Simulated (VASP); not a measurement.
# Au (P6_3/mmc) in VASP: a series of runs

Au is run at these levels: PBEsol; tasks: single point.

All numbers are computed with VASP 6.6.1; they aren't measurements. Logs are shortened: lines on timing, memory, paths and dates and some standing lists are left out, and cuts for length are marked.

### Step 1. The cell of the first run

It takes space group P6_3/mmc (No. 194, hexagonal). The conventional cell has a = 2.937 Å, b = 2.937 Å, c = 4.791 Å, α = 90.00°, β = 90.00°, γ = 120.00°. Within 3.9 Å of Au (site symmetry -6m2) lie 12 Au at 2.93 to 2.94 Å.

This isn't the form of Au at room conditions, which is fcc.

### Step 2. Single point, PBEsol (strain +0.025 along x and y, +0.000 along z)

Input file INCAR:

```
SYSTEM = Au
  PREC = Accurate
  ENCUT = 520
  EDIFF = 1E-6
  ISMEAR = 0
  SIGMA = 0.15
  LREAL = .False.
  LASPH = .True.
  NELM = 60
  ALGO = Fast
  ISIF = 2
  LWAVE = .False.
  LCHARG = .False.
  GGA = PS
  NBANDS = 18
```

Input file KPOINTS:

```
Automatic mesh
0
Gamma
  24 24 12
  0 0 0
```

Input file POSCAR:

```
Au
1.0
    2.9368198740      0.0000000000      0.0000000000
   -1.4684099370      2.5433606173      0.0000000000
    0.0000000000      0.0000000000      4.7905780137
Au
2
Direct
    0.3333333333      0.6666666667      0.7500000000
    0.6666666667      0.3333333333      0.2500000000
```

Potentials or basis: VASP PAW PBE potentials, release 64 (Au).

Launch:

```console
> cat potpaw_PBE.64/Au/POTCAR > POTCAR
> mpirun -np 1 vasp_std > vasp.out
```

OUTCAR:

```text
SYSTEM = Au
   PREC = Accurate
   ENCUT = 520
   EDIFF = 1E-6
   ISMEAR = 0
   LREAL = .False.
   LASPH = .True.
   NELM = 60
   ISIF = 2
   GGA = PS

 ion  position               nearest neighbor table
   1  0.333  0.667  0.750-   2 2.93   2 2.93   2 2.93   2 2.93   2 2.93   2 2.93
   2  0.667  0.333  0.250-   1 2.93   1 2.93   1 2.93   1 2.93   1 2.93   1 2.93

  LATTYP: Found a hexagonal cell.
 ALAT       =     2.9368198740
 C/A-ratio  =     1.6312127469

  Lattice vectors:

 A1 = (   2.9368198740,   0.0000000000,   0.0000000000)
 A2 = (  -1.4684099370,   2.5433606173,   0.0000000000)
 A3 = (   0.0000000000,   0.0000000000,   4.7905780137)

Analysis of symmetry for initial positions (statically):
=====================================================================
 Subroutine PRICEL returns:
 Original cell was already a primitive cell.

 Routine SETGRP: Setting up the symmetry group for a
 hexagonal supercell.

 Subroutine GETGRP returns: Found 24 space group operations
 (whereof 12 operations were pure point group operations)
 out of a pool of 24 trial point group operations.

The static configuration has the point symmetry D_3d.
 The point group associated with its full space group is D_6h.

Analysis of symmetry for dynamics (positions and initial velocities):
=====================================================================
 Subroutine PRICEL returns:
 Original cell was already a primitive cell.

 Routine SETGRP: Setting up the symmetry group for a
 hexagonal supercell.

 Subroutine GETGRP returns: Found 24 space group operations
 (whereof 12 operations were pure point group operations)
 out of a pool of 24 trial point group operations.

The dynamic configuration has the point symmetry D_3d.
 The point group associated with its full space group is D_6h.

 Subroutine INISYM returns: Found 24 space group operations
 (whereof 12 operations are pure point group operations),
 and found     1 'primitive' translations

----------------------------------------------------------------------------------------

                                     Primitive cell

  volume of cell :      35.7827

  direct lattice vectors                    reciprocal lattice vectors
     2.936819874  0.000000000  0.000000000     0.340504370  0.196590289  0.000000000
    -1.468409937  2.543360617  0.000000000     0.000000000  0.393180579  0.000000000
     0.000000000  0.000000000  4.790578014     0.000000000  0.000000000  0.208743078

  length of vectors
     2.936819874  2.936819874  4.790578014     0.393180579  0.393180579  0.208743078

  position of ions in fractional coordinates (direct lattice)
     0.333333333  0.666666667  0.750000000
     0.666666667  0.333333333  0.250000000

  ion indices of the primitive-cell ions
   primitive index   ion index
                 1           1
                 2           2

----------------------------------------------------------------------------------------

 KPOINTS: Automatic mesh

Automatic generation of k-mesh.
 Grid dimensions read from file:
 generate k-points for:   24   24   12

 Generating k-lattice:

  Cartesian coordinates                     Fractional coordinates (reciprocal lattice)
     0.014187682  0.008191262  0.000000000     0.041666667  0.000000000  0.000000000
     0.000000000  0.016382524  0.000000000     0.000000000  0.041666667  0.000000000
     0.000000000  0.000000000  0.017395257     0.000000000  0.000000000  0.083333333

  Length of vectors
     0.016382524  0.016382524  0.017395257

  Shift w.r.t. Gamma in fractional coordinates (k-lattice)
     0.000000000  0.000000000  0.000000000

 Subroutine IBZKPT returns following result:
 ===========================================

 Found    427 irreducible k-points:

 Following reciprocal coordinates:
            Coordinates               Weight
  0.000000  0.000000  0.000000      1.000000
  0.041667  0.000000  0.000000      6.000000
  0.083333  0.000000  0.000000      6.000000
  0.125000  0.000000  0.000000      6.000000
  0.166667  0.000000  0.000000      6.000000
  0.208333  0.000000  0.000000      6.000000
[... 16 lines left out ...]
  0.416667  0.041667  0.000000     12.000000
  0.458333  0.041667  0.000000     12.000000
 [... further k-points ...]
   k-points           NKPTS =    427   k-points in BZ     NKDIM =    427   number of bands    NBANDS=     18
   number of dos      NEDOS =    301   number of ions     NIONS =      2
   total plane-waves  NPLWV =  20736
   dimension x,y,z NGX =    24 NGY =   24 NGZ =   36
   dimension x,y,z NGXF=    48 NGYF=   48 NGZF=   72
   ions per type =               2
   NGX,Y,Z   is equivalent  to a cutoff of  13.59, 13.59, 12.49 a.u.
   NGXF,Y,Z  is equivalent  to a cutoff of  27.17, 27.17, 24.99 a.u.
 SYSTEM =  Au
   PREC   = accura    normal or accurate (medium, high low for compatibility)
   ISTART =      0    job   : 0-new  1-cont  2-samecut
   ICHARG =      2    charge: 1-file 2-atom 10-const
   ISPIN  =      1    spin polarized calculation?
   LNONCOLLINEAR =      F non collinear calculations
   LSORBIT =      F    spin-orbit coupling
   LASPH  =      T    aspherical Exc in radial PAW
   ENCUT  =  520.0 eV  38.22 Ry    6.18 a.u.   5.46  5.46  8.91*2*pi/ulx,y,z
   NELM   =     60;   NELMIN=  2; NELMDL= -5     # of ELM steps
   EDIFF  = 0.1E-05   stopping-criterion for ELM
   LREAL  =      F    real-space projection
[... 7 lines left out ...]
   TEBEG  =    0.0;   TEEND  =   0.0 temperature during run
   PSTRESS=    0.0 pullay stress
   NELECT =      22.0000    total number of electrons
   NUPDOWN=      -1.0000    fix difference up-down
   EMIN   =  10.00;   EMAX   =-10.00  energy-range for DOS
   EFERMI =   0.00;   METHOD = LEGACY
   ISMEAR =     0;   SIGMA  =   0.15  broadening in eV -4-tet -1-fermi 0-gaus
   EFERMI_NEDOS =   21; number of points for ismear=-14 and -15
   IALGO  =     68    algorithm
   IMIX   =      4    mixing-type and parameters
     AMIX     =   0.40;   BMIX     =  1.00
     AMIX_MAG =   1.60;   BMIX_MAG =  1.00
  volume/ion in A,a.u.               =      17.89       120.74
  Fermi-wavevector in a.u.,A,eV,Ry     =   1.392060  2.630612 26.365798  1.937831
  Thomas-Fermi vector in A             =   2.515839
   LORBIT       =      0    0 simple, 1 ext, 2 COOP (PROOUT), +10 PAW based schemes
   GGA     = PS    functional components
   LHFCALC =     F    Hartree Fock is set to
   AEXX    =    0.0000 exact exchange contribution
   IVDW    =     0    specifies the selected vdW correction
   LEPSILON=     F    determine dielectric tensor
   LRPA    =     F    only Hartree local field effects (RPA)
 non-spin polarized calculation
 RMM-DIIS sequential band-by-band and
 Gauss-broadening in eV      SIGMA  =   0.15
  energy-cutoff  :      520.00
  volume of cell :       35.78
 maximum number of plane-waves:       990
 NGX is ok and might be reduce to    24
   NGX = 11   NGY = 11   NGZ = 17

 number of electron      22.0000002 magnetization

 Free energy of the ion-electron system (eV)
  ---------------------------------------------------
  ext. energy  EPLUGINS =         0.00000000
  ---------------------------------------------------
  free energy    TOTEN  =        -7.78799380 eV

  energy without entropy =       -7.77977787  energy(sigma->0) =       -7.78388584

 E-fermi :   8.4388     XC(G=0): -12.5979

 val. band max:        8.4333678842   @ k =   0.2917   0.1250   0.4167
 cond. band min:       8.4412768688   @ k =   0.2500   0.1667   0.4167
 fundamental gap:      0.0079089846
 Fermi energy:         8.4387978957

 k-point     1 :       0.0000    0.0000    0.0000
  band No.  band energies     occupation
      1      -0.9283      2.00000
      2       1.5868      2.00000
      3       4.0565      2.00000
      4       4.1714      2.00000
      5       4.1714      2.00000
      6       4.4925      2.00000
[... 10 lines left out ...]
     17      26.0172      0.00000
     18      26.0172      0.00000

 k-point     2 :       0.0417    0.0000    0.0000
  band No.  band energies     occupation
      1      -0.8767      2.00000
      2       1.6281      2.00000
      3       3.9992      2.00000
      4       4.2047      2.00000
      5       4.2250      2.00000
      6       4.4750      2.00000
[... 10 lines left out ...]
     17      25.7003      0.00000
     18      25.8623      0.00000

 k-point     3 :       0.0833    0.0000    0.0000
  band No.  band energies     occupation
      1      -0.7234      2.00000
      2       1.7479      2.00000
      3       3.8955      2.00000
      4       4.3035      2.00000
      5       4.3149      2.00000
      6       4.4337      2.00000
[... 10 lines left out ...]
     17      24.9725      0.00000
     18      25.9532      0.00000

 k-point     4 :       0.1250    0.0000    0.0000
  band No.  band energies     occupation
      1      -0.4738      2.00000
      2       1.9317      2.00000
      3       3.7781      2.00000
      4       4.3149      2.00000
      5       4.4645      2.00000
      6       4.4888      2.00000
[... 10 lines left out ...]
     17      25.1168      0.00000
     18      26.3164      0.00000

 k-point     5 :       0.1667    0.0000    0.0000
  band No.  band energies     occupation
      1      -0.1383      2.00000
      2       2.1490      2.00000
      3       3.6723      2.00000
      4       4.2304      2.00000
      5       4.2849      2.00000
      6       4.6582      2.00000
[... 10 lines left out ...]
     17      25.2331      0.00000
     18      25.6445      0.00000

 k-point     6 :       0.2083    0.0000    0.0000
  band No.  band energies     occupation
      1       0.2658      2.00000
      2       2.3426      2.00000
      3       3.6239      2.00000
      4       3.9248      2.00000
      5       4.1507      2.00000
      6       4.5621      2.00000
[... 10 lines left out ...]
     17      24.6370      0.00000
     18      25.5948      0.00000

 k-point     7 :       0.2500    0.0000    0.0000
  band No.  band energies     occupation
      1       0.7096      2.00000
      2       2.4394      2.00000
      3       3.5788      2.00000
      4       3.6840      2.00000
      5       4.1139      2.00000
      6       4.4440      2.00000
[... 10 lines left out ...]
     17      24.1743      0.00000
     18      25.0629      0.00000

 k-point     8 :       0.2917    0.0000    0.0000
  band No.  band energies     occupation
      1       1.1483      2.00000
      2       2.4215      2.00000
      3       3.2709      2.00000
      4       3.8362      2.00000
      5       4.1671      2.00000
      6       4.3329      2.00000
[... 10 lines left out ...]
     17      22.8751      0.00000
     18      24.7876      0.00000
[... 229 lines left out ...]
     17      23.4067      0.00000
     18      25.0207      0.00000

 k-point    20 :       0.2917    0.0417    0.0000
  band No.  band energies     occupation
      1       1.3833      2.00000
      2       2.4175      2.00000
      3       3.1320      2.00000
      4       3.8795      2.00000
      5       4.2362      2.00000
      6       4.2472      2.00000
[... 10 lines left out ...]
     17      22.5034      0.00000
     18      24.4603      0.00000

 k-point    21 :       0.3333    0.0417    0.0000
  band No.  band energies     occupation
      1       1.7075      2.00000
      2       2.3236      2.00000
      3       2.9023      2.00000
      4       4.0925      2.00000
      5       4.1656      2.00000
      6       4.4147      2.00000
[... 10 lines left out ...]
     17      21.7546      0.00000
     18      23.9410      0.00000

 k-point    22 :       0.3750    0.0417    0.0000
  band No.  band energies     occupation
      1       1.9135      2.00000
      2       2.2317      2.00000
      3       2.7276      2.00000
      4       4.1028      2.00000
      5       4.3358      2.00000
      6       4.5008      2.00000
[... 10 lines left out ...]
     17      21.0456      0.00000
     18      23.5281      0.00000

 k-point    23 :       0.4167    0.0417    0.0000
  band No.  band energies     occupation
      1       2.0222      2.00000
      2       2.1600      2.00000
      3       2.6101      2.00000
      4       4.0603      2.00000
      5       4.4451      2.00000
      6       4.5469      2.00000
[... 10 lines left out ...]
     17      20.4380      0.00000
     18      23.2480      0.00000

 k-point    24 :       0.4583    0.0417    0.0000
  band No.  band energies     occupation
      1       2.0741      2.00000
      2       2.1136      2.00000
      3       2.5511      2.00000
      4       4.0389      2.00000
      5       4.4164      2.00000
      6       4.6617      2.00000
[... 10 lines left out ...]
     17      20.0593      0.00000
     18      23.1076      0.00000

 [... further k-points ...]
[... 5 lines left out ...]
  --------------------------------------------------------------------------------------
  -------------------------------------------------------------------------------------
  Total       -1.8183880     -1.8183880     -1.3955904      0.0000000     -0.0000000      0.0000000
  in kB      -81.4186657    -81.4186657    -62.4878217      0.0000000     -0.0000000      0.0000000
  external PRESSURE =     -75.1083844 kB  Pullay stress =       0.0000000 kB

 VOLUME and BASIS-vectors are now :
 -----------------------------------------------------------------------------
  energy-cutoff  :      520.00
  volume of cell :       35.78
      direct lattice vectors                 reciprocal lattice vectors
     2.936819874  0.000000000  0.000000000     0.340504370  0.196590289  0.000000000
    -1.468409937  2.543360617  0.000000000     0.000000000  0.393180579  0.000000000
     0.000000000  0.000000000  4.790578014     0.000000000  0.000000000  0.208743078

 POSITION                                       TOTAL-FORCE (eV/Angst)
 -----------------------------------------------------------------------------------
     -0.00000      1.69557      3.59293        -0.000000      0.000000      0.000000
      1.46841      0.84779      1.19764         0.000000     -0.000000      0.000000
 -----------------------------------------------------------------------------------
    total drift:                               -0.000000      0.000000     -0.000000

  FREE ENERGIE OF THE ION-ELECTRON SYSTEM (eV)
  ---------------------------------------------------
  free  energy   TOTEN  =        -7.7879938012 eV

  energy  without entropy=       -7.7797778709  energy(sigma->0) =       -7.78388584
```

Wall time 1.8 min (1 thread of AMD EPYC 9R45 (Zen 5), shared host); peak memory 0.3 GiB.

Results:

- Free energy: -7.7880 eV
- Pressure: -7.5 GPa
- Band gap on the k mesh: zero (bands 11 and 12 overlap by 6.52 eV)

Stress tensor (GPa, compression positive):
```
-8.14  0.00  0.00
 0.00 -8.14  0.00
 0.00  0.00 -6.25
```

Caveat: the cell differs from its parent crystal (strain +0.025 along x and y, +0.000 along z); the cell stands under tension; the PAW data sets were made with another functional, which shifts forces and pressure a little; spin-orbit coupling is left out, which moves the levels of the heavy elements.

### Step 3. Single point, PBEsol (strain +0.050 along x and y, -0.025 along z)

Input file INCAR:

```
  PREC = Accurate
  ENCUT = 520
  EDIFF = 1E-7
  ISMEAR = 0
  SIGMA = 0.15
  LREAL = F
  LASPH = T
  NELM = 60
  ALGO = Fast
  ISIF = 2
  LWAVE = F
  LCHARG = T
  GGA = PS
  LELF = T
  LVHAR = T
  NBANDS = 18
```

Input file KPOINTS:

```
regular mesh
0
Gamma
  24 24 12
```

Input file POSCAR:

```
Au
1.0
    3.0084496271      0.0000000000      0.0000000000
   -1.5042248135      2.6053938031      0.0000000000
    0.0000000000      0.0000000000      4.6708135634
Au
2
Direct
    0.3333333333      0.6666666667      0.7500000000
    0.6666666667      0.3333333333      0.2500000000
```

Potentials or basis: VASP PAW PBE potentials, release 64 (Au).

Launch:

```console
> cat potpaw_PBE.64/Au/POTCAR > POTCAR
> mpirun -np 1 vasp_std > vasp.out
```

Run time: 2 min. Hardware: 1 thread of AMD EPYC 9R45 (Zen 5), shared host; peak memory 0.31 GiB.

It converged, with:

```yaml
Free_energy: -7.7189 eV
Pressure: -9.8 GPa
Band_gap_on_the_k_mesh: zero (bands 11 and 12 overlap by 6.28 eV)
```

Stress tensor (GPa, compression positive):
```
-11.19   0.00   0.00
  0.00 -11.19   0.00
  0.00   0.00  -6.88
```

Levels at points of the mesh, in eV from the Fermi level:
| k point | band 8 | band 9 | band 10 | band 11 | band 12 | band 13 | band 14 | band 15 |
| --- | --- | --- | --- | --- | --- | --- | --- | --- |
| (0.00, 0.00, 0.00) | -3.63 | -3.63 | -2.04 | -2.04 | -0.28 | 3.34 | 14.16 | 16.62 |
| (0.50, 0.00, 0.00) | -2.04 | -1.79 | -1.66 | 0.12 | 1.01 | 6.15 | 7.34 | 7.47 |
| (0.00, 0.00, 0.50) | -4.25 | -2.45 | -2.45 | -2.45 | -2.45 | 11.89 | 11.89 | 14.41 |
| (0.50, 0.00, 0.50) | -2.23 | -1.88 | -1.88 | 0.50 | 0.50 | 3.48 | 3.48 | 12.74 |

Caveat: the cell differs from its parent crystal (strain +0.050 along x and y, -0.025 along z); the cell stands under tension; the PAW data sets were made with another functional, which shifts forces and pressure a little; spin-orbit coupling is left out, which moves the levels of the heavy elements.

### Step 4. Single point, PBEsol (strain +0.025 along x and y, +0.025 along z)

Input file INCAR:

```
PREC = Accurate ; ENCUT = 520
EDIFF = 1E-7 ; ISMEAR = 0
SIGMA = 0.15 ; LREAL = F
LASPH = T ; NELM = 80
ALGO = Fast ; ISIF = 2
LWAVE = F ; LCHARG = F
GGA = PS ; NBANDS = 18
```

Input file KPOINTS:

```
Automatic mesh
0
Gamma
  24 24 12
```

Input file POSCAR:

```
Au
1.0
    2.9368198740      0.0000000000      0.0000000000
   -1.4684099370      2.5433606173      0.0000000000
    0.0000000000      0.0000000000      4.9103424640
Au
2
Direct
    0.3333333333      0.6666666667      0.7500000000
    0.6666666667      0.3333333333      0.2500000000
```

Launch:

```console
> cat potpaw_PBE.64/Au/POTCAR > POTCAR
> mpirun -np 1 vasp_std > vasp.out
```

It took 2.2 min on 1 thread of AMD EPYC 9R45 (Zen 5), shared host; peak memory 0.31 GiB.

It converged, with:

| Quantity | Value |
| --- | --- |
| Free energy | -7.7421 eV |
| Pressure | -10.4 GPa |
| Band gap on the k mesh | zero (bands 11 and 12 overlap by 6.39 eV) |

Stress tensor (GPa, compression positive):
```
-10.59   0.00   0.00
  0.00 -10.59   0.00
  0.00   0.00 -10.17
```

Levels at points of the mesh, in eV from the Fermi level:
| k point | band 8 | band 9 | band 10 | band 11 | band 12 | band 13 | band 14 | band 15 |
| --- | --- | --- | --- | --- | --- | --- | --- | --- |
| (0.00, 0.00, 0.00) | -3.30 | -3.30 | -2.07 | -2.07 | -0.81 | 2.40 | 14.58 | 15.72 |
| (0.50, 0.00, 0.00) | -1.86 | -1.81 | -1.64 | 0.36 | 1.40 | 5.57 | 6.84 | 7.05 |
| (0.00, 0.00, 0.50) | -4.21 | -2.48 | -2.48 | -2.48 | -2.48 | 10.23 | 10.23 | 14.84 |
| (0.50, 0.00, 0.50) | -2.25 | -1.71 | -1.71 | 0.59 | 0.59 | 3.58 | 3.58 | 12.94 |

Caveat: the cell differs from its parent crystal (strain +0.025 along x and y, +0.025 along z); the cell stands under tension; the PAW data sets were made with another functional, which shifts forces and pressure a little; spin-orbit coupling is left out, which moves the levels of the heavy elements.

### Step 5. The runs side by side

```tsv
cell	further INCAR settings	gap on the mesh (eV)	pressure (GPa)
a = 2.937, b = 2.937, c = 4.791 Å, angles 90.0, 90.0, 120.0°, 2 atoms	ALGO = Fast; EDIFF = 1e-06; NBANDS = 18	none	-7.5
a = 3.008, b = 3.008, c = 4.671 Å, angles 90.0, 90.0, 120.0°, 2 atoms	ALGO = Fast; EDIFF = 1e-07; NBANDS = 18	none	-9.8
a = 2.937, b = 2.937, c = 4.910 Å, angles 90.0, 90.0, 120.0°, 2 atoms	ALGO = Fast; EDIFF = 1e-07; NBANDS = 18	none	-10.4
```

Alike in all rows: task single point; level PBEsol; potentials or basis VASP PAW PBE potentials, release 64 (Au); no spin polarisation; k mesh 24 × 24 × 12; cutoff (eV) 520; smearing gaussian 0.15 eV.

Caveats: the cell stands under tension; the PAW data sets were made with another functional, which shifts forces and pressure a little; spin-orbit coupling is left out, which moves the levels of the heavy elements.

Total energies depend on the potentials used, so only differences within one code and one set of settings carry meaning.

The gap in the log of VASP goes by the Fermi energy; the results here count the filled bands.